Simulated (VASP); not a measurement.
# H4C2O in VASP: notebook, part 2 of 2

VASP 6.6.1. Earlier steps stand in the parts before.

## (3) Single point, PBE+D3(BJ)

File INCAR:

```
SYSTEM = H4C2O
PREC     = Accurate       ! precision mode
ENCUT    = 910            ! plane-wave cutoff, eV
EDIFF    = 1E-6           ! SCF threshold, eV
ISMEAR   = -1             ! smearing method
SIGMA    = 0.02           ! smearing width, eV
LREAL    = Auto         
LASPH    = .True.         ! aspherical terms in the spheres
NELM     = 120            ! most SCF steps
ALGO     = Normal         ! electronic algorithm
ISIF     = 2              ! what is computed and relaxed
LWAVE    = .False.        ! write WAVECAR
LCHARG   = .False.        ! write CHGCAR
GGA      = PE             ! functional
IVDW     = 12             ! dispersion correction
NBANDS   = 56             ! bands
GGA_COMPAT= .False.
```

File KPOINTS:

```
regular mesh
0
Gamma
  1 1 1
  0 0 0
```

File POSCAR:

```
H4C2O
1.0
    8.5689890000      0.0000000000      0.0000000000
    0.0000000000      8.5689890000      0.0000000000
    0.0000000000      0.0000000000      8.5689890000
O C H
4 8 16
Direct
    0.6208433690      0.0901973383     -0.0628545561
    0.5548612561      0.8267953197      0.3264912582
    0.1980980487      0.9002578951      0.6163037437
    0.0137005661      0.4923801396      0.6955546331
    0.7378700101      0.0416151777     -0.1026492157
    0.5820523285      0.9499370346      0.3491893851
    0.2171434693      0.8293393771      0.5046219572
   -0.0488739103      0.5766491240      0.6199797899
    0.4285919844      0.4527371899      0.5780495225
    0.0810714076      0.5419075693      0.0747462740
    0.6343338753      0.4518619408      0.1861013009
    0.1279614200      0.1750498221      0.3303190143
    0.3017275434      0.4252777078      0.5796949909
    0.4552579073      0.4638236786      0.7012145774
    0.4548961377      0.5589340820      0.5221969593
    0.4903378917      0.3565181377      0.5249394065
    0.0551640339      0.4969431050      0.1881785588
    0.0061967637      0.6419076976      0.0319991075
    0.0546155445      0.4545693780     -0.0160462337
    0.2069905796      0.5626568082      0.0587934002
    0.6585140908      0.3383012862      0.2278215085
    0.6117291083      0.5350806262      0.2746648409
    0.5421526390      0.4592723832      0.0969892714
    0.7446035933      0.4945974373      0.1312873666
    0.1161980719      0.2493643066      0.4369126860
    0.1267827512      0.0508344683      0.3541608001
    0.2400049761      0.2069438997      0.2726109229
    0.0274478121      0.2092778973      0.2575799782
```

Potentials or basis: VASP PAW PBE potentials, release 64 (O_h, C_h, H_h).

Launch:

```console
> cat potpaw_PBE.64/O_h/POTCAR potpaw_PBE.64/C_h/POTCAR potpaw_PBE.64/H_h/POTCAR > POTCAR
> mpirun -np 1 vasp_gam > vasp.out
```

Run time: 2.4 min. Hardware: 1 thread of Intel Xeon Platinum 8559C (Emerald Rapids), shared host; peak memory 1 GiB.

The run converged. Its results:

```
Free energy                : -156.1697 eV
Pressure                   : 0.7 GPa
Largest force              : 4.930 eV/Å
Band gap on the k mesh     : 6.32 eV
Dispersion energy per atom : -0.024 eV
```

Forces on the atoms (eV/Å):
```
O    0.253 -0.103 -0.082
O   -1.014 -4.659 -0.867
O    0.200 -0.630 -0.808
O    1.617 -2.241  1.921
C   -0.251  0.106  0.088
C    1.056  4.740  0.852
C   -0.173  0.527  0.959
C   -1.708  2.221 -2.012
C   -1.335 -1.131  1.029
C   -0.174  0.415 -2.268
C    0.980  1.230 -1.893
C    0.128  1.329  0.014
H    0.440  0.263 -0.457
H    0.504 -0.063  0.413
H    0.110  1.243 -0.825
H    0.309 -0.331 -0.120
H   -0.302 -0.027  0.731
H    0.776 -0.395  0.931
H   -0.013 -0.339  0.409
H   -0.249  0.383  0.280
H   -0.157 -1.240  0.526
H   -0.431  0.501  1.116
H    0.058 -0.332  0.196
H   -0.435 -0.239  0.024
H    0.217 -0.703 -0.259
H   -0.137 -0.142  0.154
H   -0.543 -0.119  0.119
H    0.277 -0.265 -0.169
```

Stress tensor (GPa, compression positive):
```
-0.47  0.12  0.33
 0.12  2.05 -0.44
 0.33 -0.44  0.49
```

Levels at points of the mesh, in eV from the valence-band top:
```
           k point  band 34  band 35  band 36  band 37  band 38  band 39
(0.00, 0.00, 0.00)    -0.12    -0.05     0.00     6.32     6.50     6.57
```

Caveat: the k points lie up to 0.73 Å⁻¹ apart; the cutoff is under 1.25 times the usual one of these potentials, so pressure, stress and relaxed cells hold a basis-set (Pulay) error.

## (4) Single point, PBE+D3(BJ)

File INCAR:

```
PREC = Accurate
ENCUT = 910
EDIFF = 1E-6
ISMEAR = -1
SIGMA = 0.02
LREAL = Auto
LASPH = T
NELM = 120
ALGO = Normal
ISIF = 2
LWAVE = F
LCHARG = F
GGA = PE
IVDW = 12
NBANDS = 56
GGA_COMPAT = F
```

File KPOINTS:

```
Automatic mesh
0
Gamma
  1 1 1
```

File POSCAR:

```
H4C2O
1.0
    8.5689890000      0.0000000000      0.0000000000
    0.0000000000      8.5689890000      0.0000000000
    0.0000000000      0.0000000000      8.5689890000
O C H
4 8 16
Direct
    0.6575104718      0.0715136873     -0.1193489687
    0.5492246518      0.9047041605      0.4523637503
    0.2591787666      0.9169693181      0.6792749997
    0.0002217298      0.4458985768      0.6137013363
    0.6173190326     -0.0018905381     -0.2241571322
    0.5447083664      0.8751207406      0.3249624897
    0.1988916079      0.9112510239      0.5601944407
   -0.0968609016      0.5052521365      0.6839429949
    0.4140978592      0.4706622917      0.6192562506
    0.2040147327      0.5984019818      0.0455362937
    0.6722029868      0.4913765206      0.2158130907
    0.1535537039      0.1945387023      0.2763919991
    0.3201194447      0.5015177403      0.5448367363
    0.4134910198      0.5497848113      0.7134797349
    0.5274017740      0.4830091391      0.5586306623
    0.3746066193      0.3557362485      0.6548147045
    0.1106664975      0.6837212651      0.0224063772
    0.3167118081      0.6501583792      0.0639748750
    0.1901741267      0.5221736193     -0.0596336394
    0.1628313445      0.5300158513      0.1396897580
    0.6383016713      0.3698219241      0.1976779291
    0.5986470516      0.5806519299      0.1745480126
    0.7840248132      0.5062324155      0.1488040188
    0.6941425645      0.5076094741      0.3457700786
    0.2383244978      0.2587819870      0.3445680698
    0.1524800650      0.2437160323      0.1605440268
    0.0428872064      0.1917262351      0.3532855510
    0.1920529948      0.0663088726      0.2662741194
```

Launch:

```console
> cat potpaw_PBE.64/O_h/POTCAR potpaw_PBE.64/C_h/POTCAR potpaw_PBE.64/H_h/POTCAR > POTCAR
> mpirun -np 1 vasp_gam > vasp.out
```

Wall time 1.8 min (1 thread of Intel Xeon 6975P-C (Granite Rapids), shared host); peak memory 1 GiB.

It converged, with:

- Free energy: -156.0070 eV
- Pressure: -0.2 GPa
- Largest force: 2.786 eV/Å
- Band gap on the k mesh: 6.28 eV
- Dispersion energy per atom: -0.023 eV

Forces in eV/Å, atoms in the order of the input:
```
O   -0.434 -0.762 -1.123
O    0.067  0.327  1.401
O   -0.534 -0.023 -0.898
O   -0.831  0.496  0.610
C    0.500  0.825  1.344
C   -0.056 -0.363 -1.671
C    0.429 -0.036  1.000
C    0.809 -0.494 -0.604
C    0.412 -0.436 -0.677
C   -1.589 -0.123 -1.901
C    2.438 -0.733  1.131
C   -0.482 -2.109  1.466
H   -0.732  0.798 -1.126
H   -0.026  0.787  1.316
H   -0.411 -0.574  0.134
H    0.760 -0.572  0.362
H    0.355  0.428  0.277
H    0.491  0.136 -0.088
H    0.830  0.265  0.418
H   -0.092 -0.669  1.288
H   -0.555  0.115 -0.154
H   -1.371  0.687 -0.457
H   -0.418 -0.062  0.651
H   -0.055 -0.039 -1.193
H    0.519  0.111  0.239
H   -0.701  0.292 -0.374
H    0.954  0.298 -1.506
H   -0.277  1.430  0.137
```

Stress tensor (GPa, compression positive):
```
-0.44 -0.29  0.53
-0.29 -0.20 -0.40
 0.53 -0.40 -0.10
```

Levels at points of the mesh, in eV from the valence-band top:
| k point | band 33 | band 34 | band 35 | band 36 | band 37 | band 38 | band 39 | band 40 |
| --- | --- | --- | --- | --- | --- | --- | --- | --- |
| (0.00, 0.00, 0.00) | -0.32 | -0.22 | -0.09 | 0.00 | 6.28 | 6.31 | 6.39 | 6.43 |

Caveat: the k points lie up to 0.73 Å⁻¹ apart; the cutoff is under 1.25 times the usual one of these potentials, so pressure, stress and relaxed cells hold a basis-set (Pulay) error.

## (5) Single point, PBE+D3(BJ)

File INCAR:

```
  PREC = Accurate
  ENCUT = 910
  EDIFF = 1E-6
  ISMEAR = -1
  SIGMA = 0.02
  LREAL = Auto
  LASPH = True
  NELM = 120
  ALGO = Normal
  ISIF = 2
  LWAVE = False
  LCHARG = False
  GGA = PE
  IVDW = 12
  NBANDS = 56
  GGA_COMPAT = False
```

File KPOINTS:

```
regular mesh
0
Gamma
  1 1 1
```

File POSCAR:

```
H4C2O
1.0
    8.5689890000      0.0000000000      0.0000000000
    0.0000000000      8.5689890000      0.0000000000
    0.0000000000      0.0000000000      8.5689890000
O C H
4 8 16
Direct
    0.6012261190      0.0587350503     -0.0397363096
    0.5663912044      0.8509988751      0.3059170691
    0.2234919429      0.8826478830      0.6050655451
    0.0163846633      0.4753419569      0.7044705040
    0.7230958051      0.0617575772     -0.0820283466
    0.5807336198      0.9681538861      0.3635784805
    0.2181004083      0.8362830201      0.4814220207
   -0.0517797374      0.5565067244      0.6248461750
    0.4084029049      0.4404720323      0.5724946082
    0.0557358634      0.5265498649      0.0970476214
    0.6121725678      0.4420124708      0.1837439633
    0.1058934724      0.1594470480      0.3111102138
    0.3053569097      0.4418490909      0.6523523370
    0.5038750779      0.5093716423      0.6257447641
    0.3698802741      0.4772441650      0.4553512672
    0.4466571261      0.3200377547      0.5650258158
    0.1329911848      0.4918199802      0.2054268012
   -0.0366787727      0.6033733968      0.1387911689
    0.0035243364      0.4237956193      0.0403431490
    0.1356402721      0.5682700725      0.0070603428
    0.5426427785      0.3416272328      0.2325245137
    0.6528308065      0.5212166803      0.2749099106
    0.5444632967      0.5161402354      0.1090910491
    0.7132813451      0.4005490029      0.1230600249
    0.1555726119      0.2217531146      0.4070258463
    0.0534252057      0.0521648470      0.3622014219
    0.1912127557      0.1334579844      0.2236553227
    0.0130937267      0.2382077979      0.2643252314
```

Launch:

```console
> cat potpaw_PBE.64/O_h/POTCAR potpaw_PBE.64/C_h/POTCAR potpaw_PBE.64/H_h/POTCAR > POTCAR
> mpirun -np 1 vasp_gam > vasp.out
```

Run time: 2 min. Hardware: 1 thread of Intel Xeon 6975P-C (Granite Rapids), shared host; peak memory 1 GiB.

It converged, with:

* Free energy: -156.2935 eV
* Pressure: 0.2 GPa
* Largest force: 3.808 eV/Å
* Band gap on the k mesh: 6.16 eV
* Dispersion energy per atom: -0.024 eV

Forces on the atoms (eV/Å):
```
O   -3.593 -0.092  1.246
O   -0.087 -1.016 -0.510
O    0.040  0.129  0.408
O   -0.105  0.047 -0.076
C    3.595  0.106 -1.250
C    0.126  1.040  0.497
C   -0.013 -0.239 -0.322
C    0.005 -0.055  0.038
C   -0.662  0.038  0.613
C    1.316 -1.238  1.359
C   -0.424 -0.422  1.058
C   -1.779  0.001  0.327
H    0.537  0.093 -0.361
H   -0.337  0.036 -0.466
H    0.333  0.238  0.292
H    0.185 -0.408 -0.077
H   -1.260  0.315 -1.683
H    0.120  0.394 -0.305
H   -0.050 -0.143  0.511
H   -0.084  0.782  0.101
H    0.480  0.848 -0.336
H    0.039 -0.213  0.446
H   -0.662  0.144 -0.695
H    0.575 -0.396 -0.478
H    0.690  0.476  0.690
H    0.119  0.389 -0.527
H    0.510 -0.216 -0.543
H    0.385 -0.637  0.043
```

Stress tensor (GPa, compression positive):
```
 0.59 -0.06 -0.54
-0.06  0.11  0.35
-0.54  0.35 -0.17
```

Levels at points of the mesh, in eV from the valence-band top:
```csv
k point,band 32,band 33,band 34,band 35,band 36,band 37,band 38,band 39,band 40,band 41
"(0.00, 0.00, 0.00)",-0.53,-0.47,-0.41,-0.26,0.00,6.16,6.35,6.46,6.49,6.56
```

Caveat: the k points lie up to 0.73 Å⁻¹ apart; the cutoff is under 1.25 times the usual one of these potentials, so pressure, stress and relaxed cells hold a basis-set (Pulay) error.
